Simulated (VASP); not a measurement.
# Mo (P6/mmm) in VASP: further runs

Aim: see how the results for Mo move with the level of theory and the settings. Levels: PBEsol+D3(BJ), BLYP+D3(BJ), PBEsol. Tasks: single point, relaxation of cell and atoms.

Program: VASP 6.6.1. These are calculated values, not measurements. Logs are shortened: lines on timing, memory, paths and dates and some standing lists are left out, and cuts for length are marked.

### Step 1. The cell of the first run

Symmetry: P6/mmm, No. 191, hexagonal system. The conventional cell has a = 2.718 Å, b = 2.718 Å, c = 2.458 Å, α = 90.00°, β = 90.00°, γ = 120.00°. Mo (site symmetry 6/mmm) has 8 Mo at 2.46 to 2.72 Å within 3.2 Å.

### Step 2. Single point, PBEsol+D3(BJ)

Contents of INCAR:

```
PREC     = Accurate       # precision mode
ENCUT    = 520            # plane-wave cutoff, eV
EDIFF    = 1E-6           # SCF threshold, eV
ISMEAR   = 1              # smearing method
SIGMA    = 0.1            # smearing width, eV
LREAL    = False          # projectors in reciprocal space
LASPH    = True           # aspherical terms in the spheres
NELM     = 80             # most SCF steps
ALGO     = Normal         # electronic algorithm
ISIF     = 2              # what is computed and relaxed
LWAVE    = False          # write WAVECAR
LCHARG   = True           # write CHGCAR
GGA      = PS             # functional
IVDW     = 12             # dispersion correction
LELF     = True           # ELF
LVHAR    = True         
NBANDS   = 13             # bands
```

Contents of KPOINTS:

```
Automatic mesh
0
Gamma
  11 11 11
```

Contents of POSCAR:

```
Mo
1.0
    2.7178852524      0.0000000000      0.0000000000
   -1.3589426262      2.3537576731      0.0000000000
    0.0000000000      0.0000000000      2.4579741774
Mo
1
Direct
    0.0000000000      0.0000000000      0.5000000000
```

Potentials or basis: VASP PAW PBE potentials, release 64 (Mo_sv).

Started as:

```console
> cat potpaw_PBE.64/Mo_sv/POTCAR > POTCAR
> mpirun -np 1 vasp_std > vasp.out
```

OUTCAR:

```text
PREC = Accurate
   ENCUT = 520
   EDIFF = 1E-6
   ISMEAR = 1
   LREAL = False
   LASPH = True
   NELM = 80
   ISIF = 2
   GGA = PS
   IVDW = 12
 IVDW          = 12

 ion  position               nearest neighbor table
   1  0.000  0.000  0.500-

  LATTYP: Found a hexagonal cell.
 ALAT       =     2.7178852524
 C/A-ratio  =     0.9043701073

  Lattice vectors:

 A1 = (   2.7178852524,   0.0000000000,   0.0000000000)
 A2 = (  -1.3589426262,   2.3537576731,   0.0000000000)
 A3 = (   0.0000000000,   0.0000000000,   2.4579741774)

Analysis of symmetry for initial positions (statically):
=====================================================================
 Subroutine PRICEL returns:
 Original cell was already a primitive cell.

 Routine SETGRP: Setting up the symmetry group for a
 hexagonal supercell.

 Subroutine GETGRP returns: Found 24 space group operations
 (whereof 24 operations were pure point group operations)
 out of a pool of 24 trial point group operations.

The static configuration has the point symmetry D_6h.

Analysis of symmetry for dynamics (positions and initial velocities):
=====================================================================
 Subroutine PRICEL returns:
 Original cell was already a primitive cell.

 Routine SETGRP: Setting up the symmetry group for a
 hexagonal supercell.

 Subroutine GETGRP returns: Found 24 space group operations
 (whereof 24 operations were pure point group operations)
 out of a pool of 24 trial point group operations.

The dynamic configuration has the point symmetry D_6h.

 Subroutine INISYM returns: Found 24 space group operations
 (whereof 24 operations are pure point group operations),
 and found     1 'primitive' translations

----------------------------------------------------------------------------------------

                                     Primitive cell

  volume of cell :      15.7243

  direct lattice vectors                    reciprocal lattice vectors
     2.717885252  0.000000000  0.000000000     0.367933120  0.212426286  0.000000000
    -1.358942626  2.353757673  0.000000000     0.000000000  0.424852571  0.000000000
     0.000000000  0.000000000  2.457974177     0.000000000  0.000000000  0.406839099

  length of vectors
     2.717885252  2.717885252  2.457974177     0.424852571  0.424852571  0.406839099

  position of ions in fractional coordinates (direct lattice)
     0.000000000  0.000000000  0.500000000

  ion indices of the primitive-cell ions
   primitive index   ion index
                 1           1

----------------------------------------------------------------------------------------

 KPOINTS: Automatic mesh

Automatic generation of k-mesh.
 Grid dimensions read from file:
 generate k-points for:   11   11   11

 Generating k-lattice:

  Cartesian coordinates                     Fractional coordinates (reciprocal lattice)
     0.033448465  0.019311481  0.000000000     0.090909091  0.000000000  0.000000000
     0.000000000  0.038622961  0.000000000     0.000000000  0.090909091  0.000000000
     0.000000000  0.000000000  0.036985373     0.000000000  0.000000000  0.090909091

  Length of vectors
     0.038622961  0.038622961  0.036985373

  Shift w.r.t. Gamma in fractional coordinates (k-lattice)
     0.000000000  0.000000000  0.000000000

 Subroutine IBZKPT returns following result:
 ===========================================

 Found     96 irreducible k-points:

 Following reciprocal coordinates:
            Coordinates               Weight
  0.000000  0.000000  0.000000      1.000000
  0.090909 -0.000000  0.000000      6.000000
  0.181818 -0.000000  0.000000      6.000000
  0.272727  0.000000  0.000000      6.000000
  0.363636 -0.000000  0.000000      6.000000
  0.454545 -0.000000  0.000000      6.000000
[... 16 lines left out ...]
  0.090909  0.090909  0.090909     12.000000
  0.181818  0.090909  0.090909     24.000000
 [... further k-points ...]
   k-points           NKPTS =     96   k-points in BZ     NKDIM =     96   number of bands    NBANDS=     13
   number of dos      NEDOS =    301   number of ions     NIONS =      1
   total plane-waves  NPLWV =   7200
   dimension x,y,z NGX =    20 NGY =   20 NGZ =   18
   dimension x,y,z NGXF=    40 NGYF=   40 NGZF=   36
   ions per type =               1
   NGX,Y,Z   is equivalent  to a cutoff of  12.23, 12.23, 12.17 a.u.
   NGXF,Y,Z  is equivalent  to a cutoff of  24.47, 24.47, 24.35 a.u.
 SYSTEM =  unknown system
   PREC   = accura    normal or accurate (medium, high low for compatibility)
   ISTART =      0    job   : 0-new  1-cont  2-samecut
   ICHARG =      2    charge: 1-file 2-atom 10-const
   ISPIN  =      1    spin polarized calculation?
   LNONCOLLINEAR =      F non collinear calculations
   LSORBIT =      F    spin-orbit coupling
   LASPH  =      T    aspherical Exc in radial PAW
   ENCUT  =  520.0 eV  38.22 Ry    6.18 a.u.   5.05  5.05  4.57*2*pi/ulx,y,z
[... 22 lines left out ...]
  volume/ion in A,a.u.               =      15.72       106.11
  Fermi-wavevector in a.u.,A,eV,Ry     =   1.574928  2.976183 33.747879  2.480399
  Thomas-Fermi vector in A             =   2.675989
   LORBIT       =      0    0 simple, 1 ext, 2 COOP (PROOUT), +10 PAW based schemes
   GGA     = PS    functional components
   LHFCALC =     F    Hartree Fock is set to
   AEXX    =    0.0000 exact exchange contribution
   IVDW    =    12    specifies the selected vdW correction
   LEPSILON=     F    determine dielectric tensor
   LRPA    =     F    only Hartree local field effects (RPA)
 non-spin polarized calculation
 Methfessel and Paxton  Order N= 1 SIGMA  =   0.10
  energy-cutoff  :      520.00
  volume of cell :       15.72
 maximum number of plane-waves:       432
   NGX = 11   NGY = 11   NGZ =  9

 number of electron      14.0000001 magnetization

 Free energy of the ion-electron system (eV)
  ---------------------------------------------------
  ext. energy  EPLUGINS =         0.00000000
  ---------------------------------------------------
  free energy    TOTEN  =       -10.87932396 eV

  energy without entropy =      -10.87919645  energy(sigma->0) =      -10.87928146

 E-fermi :  12.1466     XC(G=0): -13.4064

 val. band max:       12.1259058341   @ k =   0.0000   0.0000   0.3636
 cond. band min:      12.1532055447   @ k =   0.2727   0.0909   0.2727
 fundamental gap:      0.0272997106
 Fermi energy:        12.1465734184

 k-point     1 :       0.0000    0.0000    0.0000
  band No.  band energies     occupation
      1     -48.7703      2.00000
      2     -22.0077      2.00000
      3     -22.0077      2.00000
      4     -21.6944      2.00000
      5       5.2421      2.00000
      6       7.5359      2.00000
      7      11.1644      2.00000
      8      11.1644      2.00000
      9      16.7869      0.00000
     10      16.7869      0.00000
     11      25.0025      0.00000
     12      29.2847      0.00000
     13      32.9268      0.00000

 k-point     2 :       0.0909   -0.0000    0.0000
  band No.  band energies     occupation
      1     -48.7511      2.00000
      2     -22.1340      2.00000
      3     -22.0358      2.00000
      4     -21.6819      2.00000
      5       5.5756      2.00000
      6       7.6669      2.00000
      7      10.8405      2.00000
      8      11.4720      2.00000
      9      16.4552      0.00000
     10      16.7307      0.00000
     11      25.7676      0.00000
     12      29.9234      0.00000
     13      31.4910      0.00000

 k-point     3 :       0.1818   -0.0000    0.0000
  band No.  band energies     occupation
      1     -48.6994      2.00000
      2     -22.4650      2.00000
      3     -22.1104      2.00000
      4     -21.6480      2.00000
      5       6.4105      2.00000
      6       8.0129      2.00000
      7      10.2509      2.00000
      8      12.3610     -0.00977
      9      15.6721      0.00000
     10      16.5829      0.00000
     11      27.2990      0.00000
     12      29.4650      0.00000
     13      30.8566      0.00000
[... 305 lines left out ...]
 k-point    23 :       0.0909    0.0909    0.0909
  band No.  band energies     occupation
      1     -48.6883      2.00000
      2     -22.3345      2.00000
      3     -22.0767      2.00000
      4     -21.8594      2.00000
      5       6.4430      2.00000
      6       8.3041      2.00000
      7      10.3970      2.00000
      8      12.1808      0.45591
      9      15.4637      0.00000
     10      16.1351      0.00000
     11      27.1313      0.00000
     12      29.2936      0.00000
     13      30.9335      0.00000

 k-point    24 :       0.1818    0.0909    0.0909
  band No.  band energies     occupation
      1     -48.6284      2.00000
      2     -22.6866      2.00000
      3     -22.1816      2.00000
      4     -21.8171      2.00000
      5       7.3552      2.00000
      6       8.6635      2.00000
      7       9.9081      2.00000
      8      13.3401     -0.00000
      9      14.8072      0.00000
     10      15.8888      0.00000
     11      27.5438      0.00000
     12      28.8059      0.00000
     13      30.9757      0.00000

 [... further k-points ...]

------------------------ aborting loop because EDIFF is reached ----------------------------------------

 Edisp (eV)   -0.70058

 E8    (eV) :    -0.4878

  FORCE on cell =-STRESS in cart. coord.  units (eV):
  Direction    XX          YY          ZZ          XY          YZ          ZX
  --------------------------------------------------------------------------------------
  -------------------------------------------------------------------------------------
  Total       0.05242     0.05242     0.12012     0.00000    -0.00000     0.00000
  in kB       5.34100     5.34100    12.23887     0.00000    -0.00000     0.00000
  external pressure =        7.64 kB  Pullay stress =        0.00 kB

 VOLUME and BASIS-vectors are now :
 -----------------------------------------------------------------------------
  energy-cutoff  :      520.00
  volume of cell :       15.72
      direct lattice vectors                 reciprocal lattice vectors
     2.717885252  0.000000000  0.000000000     0.367933120  0.212426286  0.000000000
    -1.358942626  2.353757673  0.000000000     0.000000000  0.424852571  0.000000000
     0.000000000  0.000000000  2.457974177     0.000000000  0.000000000  0.406839099

 POSITION                                       TOTAL-FORCE (eV/Angst)
 -----------------------------------------------------------------------------------
      0.00000      0.00000      1.22899         0.000000      0.000000      0.000000
 -----------------------------------------------------------------------------------
    total drift:                                0.000000      0.000000      0.000000

  FREE ENERGIE OF THE ION-ELECTRON SYSTEM (eV)
  ---------------------------------------------------
  free  energy   TOTEN  =       -11.5799031324 eV

  energy  without entropy=      -11.5797756209  energy(sigma->0) =      -11.57986063
```

Run time: 17 s. Hardware: 1 thread of Intel Xeon 6975P-C, shared host; peak memory 0.14 GiB.

What came out:

```yaml
Free_energy: -11.5799 eV
Pressure: 0.8 GPa
Band_gap_on_the_k_mesh: zero (band 7 reaches 13.05 eV, above the bottom of band 8 at 11.16 eV)
Dispersion_energy_per_atom: -0.701 eV
```

Levels at points of the mesh, in eV from the Fermi level:
```tsv
k point	band 5	band 6	band 7	band 8	band 9	band 10
(0.00, 0.00, 0.00)	-6.90	-4.61	-0.98	-0.98	4.64	4.64
```

Caveat: the PAW data sets were made with another functional, which shifts forces and pressure a little; pairwise dispersion overbinds metals, which lowers pressure and volume.

### Step 3. Single point, BLYP+D3(BJ)

This run uses another cell than the first one, of 16.23 Å³/atom, 1.032 times its volume.

Contents of INCAR:

```
AGGAC    = 1.0          
AGGAX    = 1.0          
ALDAC    = 0.0          
ALDAX    = 1.0          
ALGO     = Normal         # electronic algorithm
EDIFF    = 1E-7           # SCF threshold, eV
ENCUT    = 520            # plane-wave cutoff, eV
GGA      = B5             # functional
ISIF     = 2              # what is computed and relaxed
ISMEAR   = 1              # smearing method
IVDW     = 12             # dispersion correction
LASPH    = True           # aspherical terms in the spheres
LCHARG   = True           # write CHGCAR
LELF     = True           # ELF
LREAL    = False          # projectors in reciprocal space
LVHAR    = True         
LWAVE    = False          # write WAVECAR
NBANDS   = 13             # bands
NELM     = 60             # most SCF steps
PREC     = Accurate       # precision mode
SIGMA    = 0.1            # smearing width, eV
VDW_A1   = 0.4298       
VDW_A2   = 4.2359       
VDW_S6   = 1.0          
VDW_S8   = 2.6996
```

Contents of KPOINTS:

```
k-points
0
Gamma
  11 11 11
```

Contents of POSCAR:

```
Mo
1.0
    2.7447559879      0.0000000000      0.0000000000
   -1.3723779940      2.3770284128      0.0000000000
    0.0000000000      0.0000000000      2.4876027951
Mo
1
Direct
    0.0000000000      0.0000000000      0.5000000000
```

Potentials or basis: VASP PAW PBE potentials, release 64 (Mo_sv).

Started as:

```console
> cat potpaw_PBE.64/Mo_sv/POTCAR > POTCAR
> mpirun -np 1 vasp_std > vasp.out
```

It took 27 s on 1 thread of Intel Xeon 6975P-C, shared host; peak memory 0.14 GiB.

It converged, with:

* Free energy: -10.3326 eV
* Pressure: 1.1 GPa
* Band gap on the k mesh: zero (band 7 reaches 13.45 eV, above the bottom of band 8 at 11.38 eV)
* Dispersion energy per atom: -1.621 eV

Stress tensor (GPa, compression positive):
```
0.82 0.00 0.00
0.00 0.82 0.00
0.00 0.00 1.70
```

Levels at points of the mesh, in eV from the Fermi level:
```
           k point  band 4  band 5  band 6  band 7  band 8  band 9  band 10  band 11
(0.00, 0.00, 0.00)  -33.94   -6.55   -4.46   -0.95   -0.95    4.36     4.36    13.10
```

Caveat: the PAW data sets were made with another functional, which shifts forces and pressure a little; pairwise dispersion overbinds metals, which lowers pressure and volume.

### Step 4. Single point, PBEsol

This run uses another cell than the first one, of 16.20 Å³/atom, 1.030 times its volume.

Contents of INCAR:

```
SYSTEM = Mo
ALGO = Normal
EDIFF = 1E-6
ENCUT = 520
GGA = PS
ISIF = 2
ISMEAR = 1
LASPH = .TRUE.
LCHARG = .FALSE.
LREAL = .FALSE.
LWAVE = .FALSE.
NBANDS = 13
NELM = 60
PREC = Accurate
SIGMA = 0.1
```

Contents of KPOINTS:

```
k-points
0
G
  11 11 11
  0 0 0
```

Contents of POSCAR:

```
Mo
1.0
    2.7457942731      0.0000000000      0.0000000000
   -1.3728971365      2.3779275941      0.0000000000
    0.0000000000      0.0000000000      2.4806671470
Mo
1
Direct
    0.0000000000      0.0000000000      0.5000000000
```

Started as:

```console
> cat potpaw_PBE.64/Mo_sv/POTCAR > POTCAR
> mpirun -np 1 vasp_std > vasp.out
```

Run time: 20 s. Hardware: 1 thread of Intel Xeon 6975P-C, shared host; peak memory 0.13 GiB.

It converged, with:

```yaml
Free_energy: -10.8921 eV
Pressure: 0.7 GPa
Band_gap_on_the_k_mesh: zero (band 7 reaches 12.50 eV, above the bottom of band 8 at 10.76 eV)
```

Stress tensor (GPa, compression positive):
```
0.43 0.00 0.00
0.00 0.43 0.00
0.00 0.00 1.22
```

Levels at points of the mesh, in eV from the Fermi level:
| k point | band 3 | band 4 | band 5 | band 6 | band 7 | band 8 | band 9 | band 10 | band 11 | band 12 |
| --- | --- | --- | --- | --- | --- | --- | --- | --- | --- | --- |
| (0.00, 0.00, 0.00) | -34.21 | -33.91 | -6.81 | -4.45 | -0.92 | -0.92 | 4.46 | 4.46 | 12.84 | 16.90 |

Caveat: the PAW data sets were made with another functional, which shifts forces and pressure a little.

### Step 5. Relaxation of cell and atoms, BLYP+D3(BJ)

This run uses another cell than the first one, of 16.56 Å³/atom, 1.053 times its volume.

Contents of INCAR:

```
  PREC = Accurate
  ENCUT = 600
  EDIFF = 1E-6
  ISMEAR = 1
  SIGMA = 0.1
  LREAL = False
  LASPH = True
  NELM = 80
  ALGO = Normal
  ISIF = 3
  LWAVE = False
  LCHARG = False
  GGA = B5
  ALDAX = 1.0
  AGGAX = 1.0
  AGGAC = 1.0
  ALDAC = 0.0
  IVDW = 12
  IBRION = 2
  NSW = 80
  EDIFFG = -0.01
  VDW_S6 = 1.0
  VDW_S8 = 2.6996
  VDW_A1 = 0.4298
  VDW_A2 = 4.2359
```

Contents of KPOINTS:

```
regular mesh
0
Gamma
  11 11 11
```

Contents of POSCAR:

```
Mo
1.0
    2.7355100000      0.0000000000      0.0000000000
   -1.3677550000      2.3690211523      0.0000000000
    0.0000000000      0.0000000000      2.5551810000
Mo
1
Direct
    0.0000000000      0.0000000000      0.5000000000
```

Started as:

```console
> cat potpaw_PBE.64/Mo_sv/POTCAR > POTCAR
> mpirun -np 1 vasp_std > vasp.out
```

It took 2.5 min on 1 thread of Intel Xeon 6975P-C, shared host; peak memory 0.17 GiB.

The run converged. Its results:

```
Free energy                            : -10.3322 eV
Relaxed volume                         : 16.31 Å³/atom
Relaxed cell                           : a = 2.748 Å, b = 2.748 Å, c = 2.494 Å, α = 90.00°, β = 90.00°, γ = 120.00°
Space group after relaxing (to 0.05 Å) : P6/mmm (No. 191)
Energy gained by relaxing              : 15.0 meV/atom
Ionic steps                            : 9
Pressure after relaxing                : -0.1 GPa
Band gap on the k mesh                 : zero (band 7 reaches 13.37 eV, above the bottom of band 8 at 11.32 eV)
Dispersion energy per atom             : -1.613 eV
```

The path:
```
step  energy change (eV)  largest force (eV/Å)  pressure (GPa)  volume (Å³)
   1              0.0000                0.0000           -3.36        16.56
   2              0.0178                0.0000            9.45        15.72
   3             -0.0143                0.0000            1.01        16.23
   4             -0.0144                0.0000            1.20        16.21
   5             -0.0144                0.0000            1.38        16.20
   6             -0.0136                0.0000           -1.57        16.44
   7             -0.0150                0.0000            0.19        16.29
   8             -0.0150                0.0000           -0.28        16.32
   9             -0.0150                0.0000           -0.09        16.31
```

Final structure:
```yaml
crystal:
  lattice:
    - [2.74774, 0.00000, 0.00000]
    - [-1.37387, 2.37961, 0.00000]
    - [0.00000, 0.00000, 2.49397]
  atoms:
    - { symbol: Mo, position: [0.00000, 0.00000, 0.50000] }
```

Levels at points of the mesh, in eV from the Fermi level:
```csv
k point,band 4,band 5,band 6,band 7,band 8,band 9,band 10,band 11
"(0.00, 0.00, 0.00)",-33.96,-6.54,-4.43,-0.94,-0.94,4.32,4.32,13.10
```

Caveat: the PAW data sets were made with another functional, which shifts forces and pressure a little; pairwise dispersion overbinds metals, which lowers pressure and volume.

### Step 6. Overview

| task | level | cell | cutoff (eV) | gap on the mesh (eV) | pressure (GPa) |
| --- | --- | --- | --- | --- | --- |
| single point | PBEsol+D3(BJ) | a = 2.718, b = 2.718, c = 2.458 Å, angles 90.0, 90.0, 120.0°, 1 atom | 520 | none | 0.8 |
| single point | BLYP+D3(BJ) | a = 2.745, b = 2.745, c = 2.488 Å, angles 90.0, 90.0, 120.0°, 1 atom | 520 | none | 1.1 |
| single point | PBEsol | a = 2.746, b = 2.746, c = 2.481 Å, angles 90.0, 90.0, 120.0°, 1 atom | 520 | none | 0.7 |
| relaxation of cell and atoms | BLYP+D3(BJ) | relaxed from a = 2.736, b = 2.736, c = 2.555 Å, angles 90.0, 90.0, 120.0°, 1 atom | 600 | none | -0.1 |

Alike in all rows: potentials or basis VASP PAW PBE potentials, release 64 (Mo_sv); no spin polarisation; k mesh 11 × 11 × 11; smearing methfessel-paxton 0.1 eV.

Caveats: the PAW data sets were made with another functional, which shifts forces and pressure a little; pairwise dispersion overbinds metals, which lowers pressure and volume (some runs).

Absolute energies hang on the potentials; compare differences alone.
